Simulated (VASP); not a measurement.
# BiMo (CsCl type) (Pm-3m) in VASP: further runs

BiMo (CsCl type) is run at these levels: PBEsol; tasks: relaxation of cell and atoms.

All numbers are computed with VASP 6.6.1; they aren't measurements. Logs are shortened: lines on timing, memory, paths and dates and some standing lists are left out, and cuts for length are marked.

### Step 1. The cell of the first run

Symmetry: Pm-3m, No. 221, cubic system. Conventional cell: a = 2.750 Å, b = 2.750 Å, c = 2.750 Å, α = 90.00°, β = 90.00°, γ = 90.00°. Within 3.1 Å of Mo (site symmetry m-3m) lie 8 Bi at 2.38 Å and 6 Mo at 2.75 Å. Bi (site symmetry m-3m) has 8 Mo at 2.38 Å and 6 Bi at 2.75 Å within 3.1 Å.

### Step 2. Relaxation of cell and atoms, PBEsol, target pressure 400 GPa, at which the enthalpy is minimised

Contents of INCAR:

```
SYSTEM = BiMo
ALGO = Normal
EDIFF = 1E-6
EDIFFG = -0.005
ENCUT = 600
GGA = PS
IBRION = 2
ISIF = 3
ISMEAR = -1
LASPH = .TRUE.
LCHARG = .FALSE.
LREAL = .FALSE.
LWAVE = .FALSE.
NELM = 80
NSW = 32
PREC = Accurate
PSTRESS = 4000.0
SIGMA = 0.1
```

Contents of KPOINTS:

```
k-points
0
G
  14 14 14
  0 0 0
```

Contents of POSCAR:

```
BiMo
1.0
    2.7500774632      0.0000000000      0.0000000000
    0.0000000000      2.7500774632      0.0000000000
    0.0000000000      0.0000000000      2.7500774632
Mo Bi
1 1
Direct
    0.0000000000      0.0000000000      0.0000000000
    0.5000000000      0.5000000000      0.5000000000
```

Potentials or basis: VASP PAW PBE potentials, release 64 (Mo_sv, Bi_d).

Started as:

```console
$ cat potpaw_PBE.64/Mo_sv/POTCAR potpaw_PBE.64/Bi_d/POTCAR > POTCAR
$ mpirun -np 1 vasp_std > vasp.out
```

OUTCAR:

```text
SYSTEM = BiMo
   EDIFF = 1E-6
   EDIFFG = -0.005
   ENCUT = 600
   GGA = PS
   IBRION = 2
   ISIF = 3
   ISMEAR = -1
   LASPH = .TRUE.
   LREAL = .FALSE.
   NELM = 80
   NSW = 32
   PREC = Accurate
   PSTRESS = 4000.0

 ion  position               nearest neighbor table
   1  0.000  0.000  0.000-   2 2.38   2 2.38   2 2.38   2 2.38   2 2.38   2 2.38   2 2.38   2 2.38

   2  0.500  0.500  0.500-   1 2.38   1 2.38   1 2.38   1 2.38   1 2.38   1 2.38   1 2.38   1 2.38

  LATTYP: Found a simple cubic cell.
 ALAT       =     2.7500774632

  Lattice vectors:

 A1 = (   2.7500774632,   0.0000000000,   0.0000000000)
 A2 = (   0.0000000000,   2.7500774632,   0.0000000000)
 A3 = (   0.0000000000,   0.0000000000,   2.7500774632)

Analysis of symmetry for initial positions (statically):
=====================================================================
 Subroutine PRICEL returns:
 Original cell was already a primitive cell.

 Routine SETGRP: Setting up the symmetry group for a
 simple cubic supercell.

 Subroutine GETGRP returns: Found 48 space group operations
 (whereof 48 operations were pure point group operations)
 out of a pool of 48 trial point group operations.

The static configuration has the point symmetry O_h .

Analysis of symmetry for dynamics (positions and initial velocities):
=====================================================================
 Subroutine PRICEL returns:
 Original cell was already a primitive cell.

 Routine SETGRP: Setting up the symmetry group for a
 simple cubic supercell.

 Subroutine GETGRP returns: Found 48 space group operations
 (whereof 48 operations were pure point group operations)
 out of a pool of 48 trial point group operations.

The dynamic configuration has the point symmetry O_h .

 Subroutine INISYM returns: Found 48 space group operations
 (whereof 48 operations are pure point group operations),
 and found     1 'primitive' translations

----------------------------------------------------------------------------------------

                                     Primitive cell

  volume of cell :      20.7986

  direct lattice vectors                    reciprocal lattice vectors
     2.750077463  0.000000000  0.000000000     0.363626121  0.000000000  0.000000000
     0.000000000  2.750077463  0.000000000     0.000000000  0.363626121  0.000000000
     0.000000000  0.000000000  2.750077463     0.000000000  0.000000000  0.363626121

[... 89 lines left out ...]
   ISIF   =      3    stress and relaxation
   ISYM   =      2    0-nonsym 1-usesym 2-fastsym
   POTIM  = 0.5000    time-step for ionic-motion
   TEBEG  =    0.0;   TEEND  =   0.0 temperature during run
   PSTRESS= 4000.0 pullay stress
   NELECT =      29.0000    total number of electrons
   NUPDOWN=      -1.0000    fix difference up-down
   EMIN   =  10.00;   EMAX   =-10.00  energy-range for DOS
   EFERMI =   0.00;   METHOD = LEGACY
   ISMEAR =    -1;   SIGMA  =   0.10  broadening in eV -4-tet -1-fermi 0-gaus
   EFERMI_NEDOS =   21; number of points for ismear=-14 and -15
   IALGO  =     38    algorithm
   IMIX   =      4    mixing-type and parameters
     AMIX     =   0.40;   BMIX     =  1.00
     AMIX_MAG =   1.60;   BMIX_MAG =  1.00
  volume/ion in A,a.u.               =      10.40        70.18
  Fermi-wavevector in a.u.,A,eV,Ry     =   1.828925  3.456167 45.511036  3.344967
  Thomas-Fermi vector in A             =   2.883712
   LORBIT       =      0    0 simple, 1 ext, 2 COOP (PROOUT), +10 PAW based schemes
   GGA     = PS    functional components
   LHFCALC =     F    Hartree Fock is set to
   AEXX    =    0.0000 exact exchange contribution
   IVDW    =     0    specifies the selected vdW correction
   LEPSILON=     F    determine dielectric tensor
   LRPA    =     F    only Hartree local field effects (RPA)
 conjugate gradient relaxation of ions
 non-spin polarized calculation
  energy-cutoff  :      600.00
  volume of cell :       20.80
 maximum number of plane-waves:       739
 NGX is ok and might be reduce to    24
   NGX = 11   NGY = 11   NGZ = 11

--------------------------------------- Ionic step        1  -------------------------------------------

 number of electron      28.9999994 magnetization

 Free energy of the ion-electron system (eV)
  ---------------------------------------------------
  ext. energy  EPLUGINS =         0.00000000
  ---------------------------------------------------
  free energy    TOTEN  =        -1.94125782 eV

  energy without entropy =       -1.89620971  energy(sigma->0) =       -1.91873376

------------------------ aborting loop because EDIFF is reached ----------------------------------------

  FORCE on cell =-STRESS in cart. coord.  units (eV):
  Direction    XX          YY          ZZ          XY          YZ          ZX
  --------------------------------------------------------------------------------------
  -------------------------------------------------------------------------------------
  Total       52.4088436     52.4088436     52.4088436     -0.0000000     -0.0000000     -0.0000000
  in kB     4037.2010582   4037.2010582   4037.2010582     -0.0000000     -0.0000000     -0.0000000
  external PRESSURE =      37.2010582 kB  Pullay stress =    4000.0000000 kB
[... 63 lines left out ...]
--------------------------------------- Ionic step        3  -------------------------------------------

 number of electron      28.9999993 magnetization

 Free energy of the ion-electron system (eV)
  ---------------------------------------------------
  ext. energy  EPLUGINS =         0.00000000
  ---------------------------------------------------
  free energy    TOTEN  =        -2.07051442 eV

  energy without entropy =       -2.02530597  energy(sigma->0) =       -2.04791020

 E-fermi :  24.9431     XC(G=0): -16.3688

 val. band max:       24.9144327965   @ k =   0.5000   0.3571   0.1429
 cond. band min:      24.9622120989   @ k =   0.4286   0.2857   0.2143
 fundamental gap:      0.0477793024
 Fermi energy:        24.9431084925

 k-point     1 :       0.0000    0.0000    0.0000
  band No.  band energies     occupation
      1     -35.6938      2.00000
      2      -9.8274      2.00000
      3      -9.8274      2.00000
      4      -9.8274      2.00000
      5      -1.3097      2.00000
      6      -1.3097      2.00000
[... 481 lines left out ...]
      5      -0.8597      2.00000
      6      -0.0576      2.00000
[... 10 lines left out ...]
     17      32.0724      0.00000
     18      33.9512      0.00000

 [... further k-points ...]

------------------------ aborting loop because EDIFF is reached ----------------------------------------

  FORCE on cell =-STRESS in cart. coord.  units (eV):
  Direction    XX          YY          ZZ          XY          YZ          ZX
  --------------------------------------------------------------------------------------
  -------------------------------------------------------------------------------------
  Total       52.0552133     52.0552133     52.0552133     -0.0000000      0.0000000      0.0000000
  in kB     4000.0482017   4000.0482017   4000.0482017     -0.0000000      0.0000000      0.0000000
  external PRESSURE =       0.0482017 kB  Pullay stress =    4000.0000000 kB
[... 21 lines left out ...]
  energy  without entropy=       -2.0253059665  energy(sigma->0) =       -2.04791020

  enthalpy is  TOTEN    =        49.9840715992 eV   P V=       52.0545860239

 reached required accuracy - stopping structural energy minimisation
```

OSZICAR:

```text
N       E                     dE             d eps       ncg     rms          rms(c)
DAV:   1     0.316825474925E+03    0.31683E+03   -0.17547E+04  4476   0.258E+03
DAV:   2     0.135846495748E+02   -0.30324E+03   -0.29674E+03  4394   0.574E+02
DAV:   3    -0.232157972050E+01   -0.15906E+02   -0.15514E+02  5048   0.134E+02
[... 22 lines left out ...]
DAV:   3    -0.207098610482E+01    0.39303E-01   -0.99949E-02  5518   0.680E+00    0.578E-01
DAV:   4    -0.207010344330E+01    0.88266E-03   -0.11267E-02  5646   0.234E+00    0.285E-01
DAV:   5    -0.207053759284E+01   -0.43415E-03   -0.13613E-03  6400   0.419E-01    0.640E-02
DAV:   6    -0.207051429326E+01    0.23300E-04   -0.74683E-05  6102   0.109E-01    0.190E-02
DAV:   7    -0.207051442477E+01   -0.13151E-06   -0.76836E-06  5268   0.510E-02
   3 F= 0.49984072E+02 E0= 0.50006676E+02  d E =-.589411E-03
```

CONTCAR:

```text
BiMo
   1.00000000000000
     2.7523470612823195   -0.0000000000000000   -0.0000000000000000
    -0.0000000000000000    2.7523470612823195   -0.0000000000000000
     0.0000000000000000   -0.0000000000000000    2.7523470612823195
  Mo              Bi
     1     1
Direct
     0.0000000000000000    0.0000000000000000    0.0000000000000000
     0.5000000000000000    0.5000000000000000    0.5000000000000000

  0.00000000E+00  0.00000000E+00  0.00000000E+00
  0.00000000E+00  0.00000000E+00  0.00000000E+00
```

Wall time 4.6 min (1 thread of AMD EPYC 7R13, shared host); peak memory 0.16 GiB.

What came out:

```
Free energy                                            : -2.0705 eV
Relaxed volume                                         : 10.43 Å³/atom
Relaxed cell                                           : a = 2.752 Å, b = 2.752 Å, c = 2.752 Å, α = 90.00°, β = 90.00°, γ = 90.00°
Space group after relaxing (to 0.05 Å)                 : Pm-3m (No. 221)
Energy change on relaxing (the enthalpy is what falls) : -64.6 meV/atom
Ionic steps                                            : 3
Pressure after relaxing                                : 400.0 GPa
```

The path:
| step | energy change (eV) | largest force (eV/Å) | pressure (GPa) | volume (Å³) |
| --- | --- | --- | --- | --- |
| 1 | 0.0000 | 0.0000 | 403.72 | 20.80 |
| 2 | -1.7340 | 0.0000 | 353.11 | 21.53 |
| 3 | -0.1293 | 0.0000 | 400.00 | 20.85 |

Final structure:
```
Mo Bi
1.0
     2.75235    0.00000    0.00000
     0.00000    2.75235    0.00000
     0.00000    0.00000    2.75235
Mo Bi
1 1
Direct
  0.00000 0.00000 0.00000
  0.50000 0.50000 0.50000
```

Caveat: the cell is relaxed towards a set pressure, so the enthalpy falls and the energy may rise; the PAW data sets were made with another functional, which shifts forces and pressure a little; spin-orbit coupling is left out, which moves the levels of the heavy elements.

### Step 3. Relaxation of cell and atoms, PBEsol, target pressure 400 GPa, at which the enthalpy is minimised

This run uses another cell than the first one, of 10.84 Å³/atom, 1.043 times its volume.

Contents of INCAR:

```
  ALGO = Normal
  EDIFF = 1E-6
  EDIFFG = -0.005
  ENCUT = 600
  GGA = PS
  IBRION = 2
  ISIF = 3
  ISMEAR = -1
  LASPH = True
  LCHARG = False
  LREAL = False
  LWAVE = False
  NELM = 60
  NSW = 60
  PREC = Accurate
  PSTRESS = 4000.0
  SIGMA = 0.1
```

Contents of KPOINTS:

```
k-points
0
Gamma
  14 14 14
```

Contents of POSCAR:

```
BiMo
1.0
    2.7886057175      0.0000000000      0.0000000000
    0.0000000000      2.7886057175      0.0000000000
    0.0000000000      0.0000000000      2.7886057175
Mo Bi
1 1
Direct
    0.0000000000      0.0000000000      0.0000000000
    0.5000000000      0.5000000000      0.5000000000
```

Potentials or basis: VASP PAW PBE potentials, release 64 (Mo_sv, Bi_d).

Started as:

```console
$ cat potpaw_PBE.64/Mo_sv/POTCAR potpaw_PBE.64/Bi_d/POTCAR > POTCAR
$ mpirun -np 1 vasp_std > vasp.out
```

Wall time 11 min (1 thread of AMD EPYC 7R13, shared host); peak memory 0.16 GiB.

Results (log left out):

| Property | Result |
| --- | --- |
| Free energy | -2.0698 eV |
| Relaxed volume | 10.42 Å³/atom |
| Relaxed cell | a = 2.752 Å, b = 2.752 Å, c = 2.752 Å, α = 90.00°, β = 90.00°, γ = 90.00° |
| Space group after relaxing (to 0.05 Å) | Pm-3m (No. 221) |
| Energy change on relaxing (the enthalpy is what falls) | +967.5 meV/atom |
| Ionic steps | 12 |
| Pressure after relaxing | 400.0 GPa |

The path:
| step | energy change (eV) | largest force (eV/Å) | pressure (GPa) | volume (Å³) |
| --- | --- | --- | --- | --- |
| 1 | 0.0000 | 0.0000 | 343.54 | 21.69 |
| 2 | 66.1176 | 0.0000 | 2628.91 | 11.77 |
| 3 | 1.3445 | 0.0000 | 382.73 | 21.09 |
| 4 | 1.7146 | 0.0000 | 393.42 | 20.94 |
| 5 | 1.9428 | 0.0000 | 400.18 | 20.85 |
| 6 | 1.9015 | 0.0000 | 399.07 | 20.86 |
| 7 | 1.9074 | 0.0000 | 399.15 | 20.86 |
| 8 | 1.9251 | 0.0000 | 399.69 | 20.85 |
| 9 | 1.9256 | 0.0000 | 399.74 | 20.85 |
| 10 | 1.9269 | 0.0000 | 399.75 | 20.85 |
| 11 | 1.9296 | 0.0000 | 399.78 | 20.85 |
| 12 | 1.9351 | 0.0000 | 399.96 | 20.85 |

Final structure:
```
Mo Bi
1.0
     2.75232    0.00000    0.00000
     0.00000    2.75232    0.00000
     0.00000    0.00000    2.75232
Mo Bi
1 1
Direct
  0.00000 0.00000 0.00000
  0.50000 0.50000 0.50000
```

Levels at points of the mesh, in eV from the Fermi level:
| k point | band 12 | band 13 | band 14 | band 15 | band 16 | band 17 | band 18 |
| --- | --- | --- | --- | --- | --- | --- | --- |
| (0.00, 0.00, 0.00) | -5.57 | 1.37 | 1.37 | 1.37 | 2.85 | 2.85 | 2.85 |
| (0.50, 0.00, 0.00) | -6.62 | -4.82 | -4.82 | 0.21 | 4.02 | 8.83 | 11.92 |
| (0.50, 0.50, 0.00) | -5.91 | -4.22 | -0.59 | -0.59 | 3.67 | 6.70 | 7.95 |
| (0.50, 0.50, 0.50) | -10.81 | -7.84 | 4.04 | 4.04 | 6.79 | 6.79 | 6.79 |

Caveat: the cell is relaxed towards a set pressure, so the enthalpy falls and the energy may rise; the PAW data sets were made with another functional, which shifts forces and pressure a little; spin-orbit coupling is left out, which moves the levels of the heavy elements.
